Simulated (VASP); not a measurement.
# Al7InN8 (Cm) in VASP: a series of runs

The runs below take Al7InN8 through single point, relaxation of cell and atoms, with PBEsol.

Everything below comes from runs of VASP 6.6.1. Logs are shortened: lines on timing, memory, paths and dates and some standing lists are left out, and cuts for length are marked.

**1. The cell of the first run**

The structure is monoclinic, space group Cm (No. 8). The conventional cell has a = 10.144 Å, b = 6.332 Å, c = 7.470 Å, α = 90.00°, β = 132.77°, γ = 90.00°. Within 2.6 Å of In (site symmetry m) lie 4 N at 1.92 to 1.94 Å. Within 2.6 Å of Al (site symmetry 1) lie 4 N at 1.92 to 1.94 Å. Within 2.6 Å of Al (site symmetry m) lie 4 N at 1.92 to 1.94 Å. Al (site symmetry 1) has 4 N at 1.92 to 1.94 Å within 2.6 Å. Within 2.6 Å of Al (site symmetry m) lie 4 N at 1.92 to 1.94 Å. Al (site symmetry m) has 4 N at 1.92 to 1.94 Å within 2.6 Å. Within 2.6 Å of N (site symmetry m) lie 3 Al at 1.92 Å and 1 In at 1.94 Å. N (site symmetry m) has 4 Al at 1.92 to 1.94 Å within 2.6 Å.

**2. Single point, PBEsol**

The input, INCAR:

```
SYSTEM = Al7InN8
PREC = Accurate ; ENCUT = 600
EDIFF = 1E-6 ; ISMEAR = 0
SIGMA = 0.1 ; LREAL = .FALSE.
LASPH = .TRUE. ; NELM = 120
ALGO = Normal ; ISIF = 2
LWAVE = .FALSE. ; LCHARG = .TRUE.
GGA = PS ; LELF = .TRUE.
LVHAR = .TRUE. ; NBANDS = 51
GGA_COMPAT = .FALSE.
```

The input, KPOINTS:

```
Automatic mesh
0
G
  4 4 4
  0 0 0
```

The input, POSCAR:

```
Al7InN8
1.0
    3.1661250000      0.0000000000      5.0721250000
    3.1661250000      0.0000000000     -5.0721250000
   -3.1661250000      5.4838893631      0.0000000000
In Al N
1 7 8
Direct
    0.1666666700      0.1666666700      0.3333333300
    0.1666666700      0.1666666700      0.8333333300
    0.6666666700      0.6666666700      0.3333333300
    0.6666666700      0.6666666700      0.8333333300
    0.0833333300      0.5833333300      0.1666666700
    0.5833333300      0.0833333300      0.1666666700
    0.0833333300      0.5833333300      0.6666666700
    0.5833333300      0.0833333300      0.6666666700
    0.3576666700      0.9756666700      0.3333333300
    0.8576666700      0.4756666700      0.3333333300
    0.3576666700      0.9756666700      0.8333333300
    0.8576666700      0.4756666700      0.8333333300
    0.2743333300      0.3923333300      0.1666666700
    0.2743333300      0.3923333300      0.6666666700
    0.7743333300      0.8923333300      0.1666666700
    0.7743333300      0.8923333300      0.6666666700
```

Potentials or basis: VASP PAW PBE potentials, release 64 (In_d, Al, N).

Started as:

```console
$ cat potpaw_PBE.64/In_d/POTCAR potpaw_PBE.64/Al/POTCAR potpaw_PBE.64/N/POTCAR > POTCAR
$ mpirun -np 1 vasp_std > vasp.out
```

OUTCAR:

```text
SYSTEM = Al7InN8
   PREC = Accurate
   ENCUT = 600
   EDIFF = 1E-6
   ISMEAR = 0
   LREAL = .FALSE.
   LASPH = .TRUE.
   NELM = 120
   ISIF = 2
   GGA = PS

 ion  position               nearest neighbor table
   1  0.167  0.167  0.333-  13 1.92  14 1.92  15 1.92   9 1.94   5 3.13   6 3.13   7 3.13   8 3.13
                             5 3.13   6 3.13   2 3.17   2 3.17   4 3.17   4 3.17   3 3.17   3 3.17
   2  0.167  0.167  0.833-  14 1.92  13 1.92  16 1.92  11 1.94   7 3.13   8 3.13   5 3.13   6 3.13
                             7 3.13   8 3.13   1 3.17   1 3.17   3 3.17   3 3.17   4 3.17   4 3.17
   3  0.667  0.667  0.333-  15 1.92  16 1.92  13 1.92  10 1.94   5 3.13   6 3.13   7 3.13   8 3.13
                             6 3.13   5 3.13   4 3.17   2 3.17   4 3.17   2 3.17   1 3.17   1 3.17
   4  0.667  0.667  0.833-  16 1.92  15 1.92  14 1.92  12 1.94   7 3.13   8 3.13   5 3.13   6 3.13
                             8 3.13   7 3.13   3 3.17   1 3.17   3 3.17   1 3.17   2 3.17   2 3.17
   5  0.083  0.583  0.167-  10 1.92  12 1.92   9 1.92  13 1.94   1 3.13   3 3.13   2 3.13   4 3.13
                             3 3.13   1 3.13   7 3.17   8 3.17   7 3.17   8 3.17   6 3.17   6 3.17
   6  0.583  0.083  0.167-   9 1.92  11 1.92  10 1.92  15 1.94   1 3.13   3 3.13   2 3.13   4 3.13
                             1 3.13   3 3.13   7 3.17   8 3.17   8 3.17   7 3.17   5 3.17   5 3.17
   7  0.083  0.583  0.667-  12 1.92  10 1.92  11 1.92  14 1.94   2 3.13   4 3.13   3 3.13   1 3.13
                             4 3.13   2 3.13   5 3.17   6 3.17   5 3.17   6 3.17   8 3.17   8 3.17
   8  0.583  0.083  0.667-  11 1.92   9 1.92  12 1.92  16 1.94   2 3.13   4 3.13   3 3.13   1 3.13
                             2 3.13   4 3.13   5 3.17   6 3.17   6 3.17   5 3.17   7 3.17   7 3.17
   9  0.358  0.976  0.333-   6 1.92   8 1.92   5 1.92   1 1.94
  10  0.858  0.476  0.333-   5 1.92   7 1.92   6 1.92   3 1.94
  11  0.358  0.976  0.833-   8 1.92   6 1.92   7 1.92   2 1.94
  12  0.858  0.476  0.833-   7 1.92   5 1.92   8 1.92   4 1.94
  13  0.274  0.392  0.167-   1 1.92   2 1.92   3 1.92   5 1.94
  14  0.274  0.392  0.667-   2 1.92   1 1.92   4 1.92   7 1.94
  15  0.774  0.892  0.167-   3 1.92   4 1.92   1 1.92   6 1.94
  16  0.774  0.892  0.667-   4 1.92   3 1.92   2 1.92   8 1.94

  LATTYP: Found a face centered orthorhombic cell.
 ALAT       =     6.3322500000
 B/A-ratio  =     1.6019977101
 C/A-ratio  =     1.7320508076

  Lattice vectors:

 A1 = (   0.0000000000,   5.4838893631,  -5.0721250000)
 A2 = (   3.1661250000,   5.4838893631,   0.0000000000)
 A3 = (   3.1661250000,   0.0000000000,  -5.0721250000)

Analysis of symmetry for initial positions (statically):
=====================================================================
 Subroutine PRICEL returns:
 Original cell was already a primitive cell.

 Routine SETGRP: Setting up the symmetry group for a
 face centered orthorhombic supercell.

 Subroutine GETGRP returns: Found  2 space group operations
 (whereof  2 operations were pure point group operations)
 out of a pool of  8 trial point group operations.
[... 157 lines left out ...]
   ISMEAR =     0;   SIGMA  =   0.10  broadening in eV -4-tet -1-fermi 0-gaus
   EFERMI_NEDOS =   21; number of points for ismear=-14 and -15
   IALGO  =     38    algorithm
   IMIX   =      4    mixing-type and parameters
     AMIX     =   0.40;   BMIX     =  1.00
     AMIX_MAG =   1.60;   BMIX_MAG =  1.00
  volume/ion in A,a.u.               =      11.01        74.29
  Fermi-wavevector in a.u.,A,eV,Ry     =   1.226139  2.317067 20.455241  1.503418
  Thomas-Fermi vector in A             =   2.361151
   LORBIT       =      0    0 simple, 1 ext, 2 COOP (PROOUT), +10 PAW based schemes
   GGA     = PS    functional components
   LHFCALC =     F    Hartree Fock is set to
   AEXX    =    0.0000 exact exchange contribution
   IVDW    =     0    specifies the selected vdW correction
   LEPSILON=     F    determine dielectric tensor
   LRPA    =     F    only Hartree local field effects (RPA)
 non-spin polarized calculation
 Gauss-broadening in eV      SIGMA  =   0.10
  energy-cutoff  :      600.00
  volume of cell :      176.13
 maximum number of plane-waves:      5912
   NGX = 23   NGY = 23   NGZ = 25

 number of electron      74.0000001 magnetization

 Free energy of the ion-electron system (eV)
  ---------------------------------------------------
  ext. energy  EPLUGINS =         0.00000000
  ---------------------------------------------------
  free energy    TOTEN  =      -119.07386080 eV

  energy without entropy =     -119.07386080  energy(sigma->0) =     -119.07386080

 E-fermi :   6.8335     XC(G=0): -11.1178

 val. band max:        6.4133056350   @ k =   0.0000   0.0000   0.0000
 cond. band min:       9.5772584125   @ k =   0.0000   0.0000   0.0000
 fundamental gap:      3.1639527775
 Fermi energy:         6.8335032014

 k-point     1 :       0.0000    0.0000    0.0000
  band No.  band energies     occupation
      1      -8.9439      2.00000
      2      -8.0411      2.00000
      3      -7.9567      2.00000
      4      -7.9449      2.00000
      5      -6.9088      2.00000
      6      -6.7201      2.00000
[... 1237 lines left out ...]
     48      14.9504      0.00000
     49      15.0591      0.00000
 [bands above 49 left out]

------------------------ aborting loop because EDIFF is reached ----------------------------------------

  FORCE on cell =-STRESS in cart. coord.  units (eV):
  Direction    XX          YY          ZZ          XY          YZ          ZX
  --------------------------------------------------------------------------------------
  -------------------------------------------------------------------------------------
  Total        3.7767661      3.7777508      4.0325463      0.0000000     -0.0045024      0.0000000
  in kB       34.3553189     34.3642768     36.6820213      0.0000000     -0.0409563      0.0000000
  external PRESSURE =      35.1338724 kB  Pullay stress =       0.0000000 kB

 VOLUME and BASIS-vectors are now :
 -----------------------------------------------------------------------------
  energy-cutoff  :      600.00
  volume of cell :      176.13
      direct lattice vectors                 reciprocal lattice vectors
     3.166125000  0.000000000  5.072125000     0.157921750  0.091176165  0.098578012
     3.166125000  0.000000000 -5.072125000     0.157921750  0.091176165 -0.098578012
    -3.166125000  5.483889363  0.000000000     0.000000000  0.182352329  0.000000000

 POSITION                                       TOTAL-FORCE (eV/Angst)
 -----------------------------------------------------------------------------------
      0.00000      1.82796      0.00000        -0.000000     -0.003380     -0.005311
     -1.58306      4.56991      0.00000         0.239480      0.143020     -0.124720
      3.16613      1.82796      0.00000        -0.000000     -0.281363     -0.211725
      1.58306      4.56991      0.00000        -0.239480      0.143020     -0.124720
      1.58306      0.91398     -2.53606         0.216690     -0.087887      0.252941
      1.58306      0.91398      2.53606        -0.216690     -0.087887      0.252941
[... 8 lines left out ...]
      4.74919      0.91398     -0.59851        -4.071539     -2.381075     -1.606892
      3.16612      3.65593     -0.59851        -0.000000      0.029488      0.031819
 -----------------------------------------------------------------------------------
    total drift:                               -0.000013      0.000011      0.000617

  FREE ENERGIE OF THE ION-ELECTRON SYSTEM (eV)
  ---------------------------------------------------
  free  energy   TOTEN  =      -119.0738608042 eV

  energy  without entropy=     -119.0738608042  energy(sigma->0) =     -119.07386080
```

It took 6.3 min on 1 thread of Oxide Virtual Turin-like, shared host; peak memory 0.42 GiB.

What came out:

```yaml
Free_energy: -119.0739 eV
Pressure: 3.5 GPa
Largest_force: 5.013 eV/Å
Band_gap_on_the_k_mesh: 3.16 eV
```

Forces in eV/Å, atoms in the order of the input:
```
In   0.000 -0.003 -0.005
Al   0.239  0.143 -0.125
Al   0.000 -0.281 -0.212
Al  -0.239  0.143 -0.125
Al   0.217 -0.088  0.253
Al  -0.217 -0.088  0.253
Al   0.000  0.214  0.093
Al   0.000 -0.038  0.181
N    0.000  0.040  4.816
N    0.000  0.021 -0.041
N    0.014 -0.031 -0.124
N   -0.014 -0.031 -0.124
N    4.072 -2.381 -1.607
N    0.000  4.732 -1.657
N   -4.072 -2.381 -1.607
N    0.000  0.029  0.032
```

Caveat: the cell stands under pressure; the PAW data sets were made with another functional, which shifts forces and pressure a little; spin-orbit coupling is left out, which moves the levels of the heavy elements.

**3. Single point, PBEsol**

The input, INCAR:

```
ALGO = Normal ; EDIFF = 1E-6
ENCUT = 600 ; GGA = PS
GGA_COMPAT = F ; ISIF = 2
ISMEAR = 0 ; LASPH = T
LCHARG = F ; LREAL = F
LWAVE = F ; NBANDS = 51
NELM = 120 ; PREC = Accurate
SIGMA = 0.1
```

The input, KPOINTS:

```
k-points
0
Gamma
  4 4 4
```

The input, POSCAR:

```
Al7InN8
1.0
    3.1606213430     -0.0078478266      5.0891470297
    3.1606213430      0.0078478266     -5.0891470297
   -3.1606213430      5.4858693092     -0.0084849274
In Al N
1 7 8
Direct
    0.1711370954      0.1666839716      0.3378210670
    0.1692938295      0.1697820739      0.8337163527
    0.6643224444      0.6663318115      0.3306542558
    0.6639342788      0.6644225232      0.8337163527
    0.0823256981      0.5797390180      0.1625016962
    0.5827626781      0.0801759980      0.1625016962
    0.0796905908      0.5903537448      0.6700443356
    0.5904729378      0.0798222387      0.6702951765
    0.3774443872      0.9582447109      0.3356890981
    0.8566910081      0.4753034946      0.3319945027
    0.3574003546      0.9808689623      0.8323023774
    0.8514334151      0.4749020228      0.8323023774
    0.2795276952      0.4067119352      0.1522507315
    0.2774491619      0.4161848274      0.6936339893
    0.7455387964      0.8727230363      0.1522507315
    0.7785756286      0.8897496308      0.6683252594
```

Potentials or basis: VASP PAW PBE potentials, release 64 (In_d, Al, N).

Started as:

```console
$ cat potpaw_PBE.64/In_d/POTCAR potpaw_PBE.64/Al/POTCAR potpaw_PBE.64/N/POTCAR > POTCAR
$ mpirun -np 1 vasp_std > vasp.out
```

Wall time 6.3 min (1 thread of Oxide Virtual Turin-like, shared host); peak memory 0.42 GiB.

Results (log left out):

```yaml
Free_energy: -120.5605 eV
Pressure: -0.1 GPa
Largest_force: 0.024 eV/Å
Band_gap_on_the_k_mesh: 3.15 eV
```

Forces on the atoms (eV/Å):
```
In   0.000  0.009  0.004
Al  -0.002  0.002  0.016
Al   0.000 -0.008 -0.022
Al   0.002  0.002  0.016
Al  -0.002  0.007  0.007
Al   0.002  0.007  0.007
Al   0.000 -0.011 -0.006
Al   0.000 -0.004 -0.001
N    0.000  0.003 -0.002
N    0.000  0.004 -0.007
N   -0.004 -0.004 -0.006
N    0.004 -0.004 -0.006
N    0.017  0.000 -0.001
N    0.000  0.005  0.002
N   -0.017  0.000 -0.001
N    0.000 -0.010  0.001
```

Levels at points of the mesh, in eV from the valence-band top:
```csv
k point,band 35,band 36,band 37,band 38,band 39,band 40
"(0.00, 0.00, 0.00)",-0.10,-0.02,0.00,3.15,4.64,4.79
"(0.50, 0.00, 0.00)",-0.70,-0.39,-0.30,5.00,5.32,5.81
"(0.00, 0.50, 0.00)",-0.76,-0.47,-0.29,4.78,5.31,5.83
"(0.50, 0.50, 0.00)",-0.67,-0.19,-0.13,4.65,4.86,5.33
"(0.00, 0.00, 0.50)",-0.56,-0.25,-0.17,4.97,5.41,5.99
"(0.50, 0.50, 0.50)",-1.16,-1.04,-0.54,5.17,5.42,5.49
```

Caveat: the PAW data sets were made with another functional, which shifts forces and pressure a little; spin-orbit coupling is left out, which moves the levels of the heavy elements.

**4. Relaxation of cell and atoms, PBEsol**

The input, INCAR:

```
PREC = Accurate
ENCUT = 600
EDIFF = 1E-7
ISMEAR = 0
SIGMA = 0.1
LREAL = False
LASPH = True
NELM = 120
ALGO = Normal
ISIF = 3
LWAVE = False
LCHARG = False
GGA = PS
IBRION = 2
NSW = 100
EDIFFG = -0.05
GGA_COMPAT = False
NELMIN = 4
```

The input, KPOINTS:

```
Automatic mesh
0
Gamma
  4 4 4
```

The input, POSCAR:

```
Al7InN8
1.0
    3.1661250000      0.0000000000      5.0721250000
    3.1661250000      0.0000000000     -5.0721250000
   -3.1661250000      5.4838893631      0.0000000000
In Al N
1 7 8
Direct
    0.1666666700      0.1666666700      0.3333333300
    0.1666666700      0.1666666700      0.8333333300
    0.6666666700      0.6666666700      0.3333333300
    0.6666666700      0.6666666700      0.8333333300
    0.0833333300      0.5833333300      0.1666666700
    0.5833333300      0.0833333300      0.1666666700
    0.0833333300      0.5833333300      0.6666666700
    0.5833333300      0.0833333300      0.6666666700
    0.3576666700      0.9756666700      0.3333333300
    0.8576666700      0.4756666700      0.3333333300
    0.3576666700      0.9756666700      0.8333333300
    0.8576666700      0.4756666700      0.8333333300
    0.2743333300      0.3923333300      0.1666666700
    0.2743333300      0.3923333300      0.6666666700
    0.7743333300      0.8923333300      0.1666666700
    0.7743333300      0.8923333300      0.6666666700
```

Started as:

```console
$ cat potpaw_PBE.64/In_d/POTCAR potpaw_PBE.64/Al/POTCAR potpaw_PBE.64/N/POTCAR > POTCAR
$ mpirun -np 1 vasp_std > vasp.out
```

Run time: 43 min. Hardware: 1 thread of Oxide Virtual Turin-like, shared host; peak memory 0.46 GiB.

The run converged. Its results:

```
Free energy                           : -120.5596 eV
Relaxed volume                        : 11.02 Å³/atom
Relaxed cell                          : a = 5.988 Å, b = 5.988 Å, c = 6.329 Å, α = 105.14°, β = 105.42°, γ = 116.30°
Space group after relaxing (to 0.1 Å) : Cm (No. 8)
Energy gained by relaxing             : 92.9 meV/atom
Ionic steps                           : 10
Pressure after relaxing               : 0.1 GPa
Largest force after relaxing          : 0.045 eV/Å
Band gap on the k mesh                : 3.16 eV
```

Forces on the atoms (eV/Å):
```
In   0.000  0.012  0.012
Al  -0.017  0.021  0.004
Al   0.000  0.016 -0.007
Al   0.017  0.021  0.004
Al  -0.014 -0.012 -0.010
Al   0.014 -0.012 -0.010
Al   0.000  0.005 -0.037
Al   0.000 -0.011 -0.031
N    0.000 -0.014  0.029
N    0.000 -0.023 -0.038
N    0.001  0.011  0.010
N   -0.001  0.011  0.010
N   -0.019  0.003  0.015
N    0.000  0.003  0.016
N    0.019  0.003  0.015
N    0.000 -0.032  0.018
```

Stress tensor (GPa, compression positive):
```
0.13 0.00 0.00
0.00 0.05 0.04
0.00 0.04 0.20
```

Step by step:
```
step  energy change (eV)  largest force (eV/Å)  pressure (GPa)  volume (Å³)
   1              0.0000                5.0135            3.52       176.13
   2             -0.9919                1.9698           -5.62       182.37
   3             -1.3828                0.5439           -3.50       179.95
   4             -1.4468                0.2147            2.36       174.36
   5             -1.4561                0.2547            0.76       175.80
   6             -1.4716                0.1653            0.14       176.30
   7             -1.4732                0.2008           -0.13       176.53
   8             -1.4810                0.1237           -0.15       176.54
   9             -1.4823                0.1407           -0.16       176.55
  10             -1.4857                0.0448            0.13       176.26
```

Final structure:
```xyz
16
Lattice="3.1599 -0.0081 5.0864 3.1599 0.0081 -5.0864 -3.1599 5.4832 -0.0087" Properties=species:S:1:pos:R:3 pbc="T T T"
In    0.0000    1.8476    0.0151
Al   -1.5616    4.5693   -0.0085
Al    3.1599    1.8131   -0.0116
Al    1.5616    4.5693   -0.0085
Al    1.5809    0.8973   -2.5316
Al    1.5790    0.8892    2.5548
Al    0.0000    3.6786   -2.6007
Al    0.0000    3.6738    2.5925
N     3.1599    1.8488   -2.9618
N     3.1599    1.8192    1.9406
N     1.5980    4.5693   -3.1784
N     1.5619    4.5612    1.9079
N     1.6915    0.8340   -0.6492
N     0.0000    3.8020   -0.7110
N     4.6283    0.8340   -0.6492
N     3.1599    3.6667   -0.5717
```

Levels at points of the mesh, in eV from the valence-band top:
```tsv
k point	band 34	band 35	band 36	band 37	band 38	band 39	band 40	band 41
(0.00, 0.00, 0.00)	-0.67	-0.09	-0.02	0.00	3.16	4.66	4.79	4.97
(0.50, 0.00, 0.00)	-0.82	-0.70	-0.39	-0.30	5.01	5.33	5.82	6.01
(0.00, 0.50, 0.00)	-0.86	-0.75	-0.47	-0.29	4.80	5.32	5.84	5.99
(0.50, 0.50, 0.00)	-0.71	-0.67	-0.19	-0.13	4.66	4.87	5.33	5.39
(0.00, 0.00, 0.50)	-0.58	-0.56	-0.25	-0.17	4.98	5.42	5.99	6.11
(0.50, 0.50, 0.50)	-1.17	-1.15	-1.04	-0.54	5.17	5.41	5.51	5.84
```

Caveat: the PAW data sets were made with another functional, which shifts forces and pressure a little; spin-orbit coupling is left out, which moves the levels of the heavy elements; the relaxation stopped at a loose force limit of 0.05 eV/Å, so its end isn't a converged minimum.

**5. The runs side by side**

| task | cell | gap on the mesh (eV) | pressure (GPa) | largest force (eV/Å) |
| --- | --- | --- | --- | --- |
| single point | a = 5.979, b = 5.979, c = 6.332 Å, angles 105.4, 105.4, 116.1°, 16 atoms, atomic positions A | 3.16 | 3.5 | 5.01 |
| single point | a = 5.991, b = 5.991, c = 6.331 Å, angles 105.1, 105.4, 116.3°, 16 atoms, atomic positions B | 3.15 | -0.1 | 0.02 |
| relaxation of cell and atoms | relaxed from a = 5.979, b = 5.979, c = 6.332 Å, angles 105.4, 105.4, 116.1°, 16 atoms, atomic positions A | 3.16 | 0.1 | 0.04 |

Alike in all rows: level PBEsol; potentials or basis VASP PAW PBE potentials, release 64 (In_d, Al, N); no spin polarisation; k mesh 4 × 4 × 4; cutoff (eV) 600; smearing gaussian 0.1 eV.

Caveats: the PAW data sets were made with another functional, which shifts forces and pressure a little; spin-orbit coupling is left out, which moves the levels of the heavy elements; the cell stands under pressure (at least some runs); the relaxation stopped at a loose force limit of 0.05 eV/Å, so its end isn't a converged minimum (at least some runs).

Absolute energies hang on the potentials; compare differences alone.
